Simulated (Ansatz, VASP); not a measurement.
**Two plane-wave programs on CdTe**

```xyz
2
Lattice="0.0000 3.2050 3.0127 3.2050 0.0000 3.0127 3.2050 3.2050 0.0000" Properties=species:S:1:pos:R:3 pbc="T T T"
Cd    0.0000    0.0000    0.0000
Te    4.8075    4.8075    4.5191
```

Change from the starting cell: strain -0.0600 x Voigt [0, 0, 1, 0, 0, 0], atoms carried along.

Alike in both runs: task single point; functional PBE; k mesh 8 × 8 × 8; occupations gaussian, width 0.05 eV; no spin polarisation.

```csv
,VASP,Ansatz
version,VASP 6.6.1,Ansatz 0.2.0
potentials or method,"VASP PAW PBE potentials, release 64 (Cd, Te), cutoff 520 eV","scalar-relativistic, plane waves, PAW"
valence electrons in the cell,18,36
```

VASP gave:

```
gap on the k mesh at the Fermi level (eV)                     : 0.93
least direct gap on the mesh (eV)                             : 0.93
pressure (GPa)                                                : 8.2
traceless stress, the component that is largest in VASP (GPa) : 0.29
```

What did Ansatz give for the same quantities?

gap on the k mesh at the Fermi level (eV): 0.93; least direct gap on the mesh (eV): 0.93; pressure (GPa): 8.0; traceless stress, the component that is largest in VASP (GPa): 0.30.

The functional is the same, so the differences come from potentials, cutoffs and numerics. VASP's potentials hold 18 valence electrons a cell and Ansatz's 36, so a difference there can come from the potentials and not from the codes.

Neither program's run includes spin-orbit coupling.
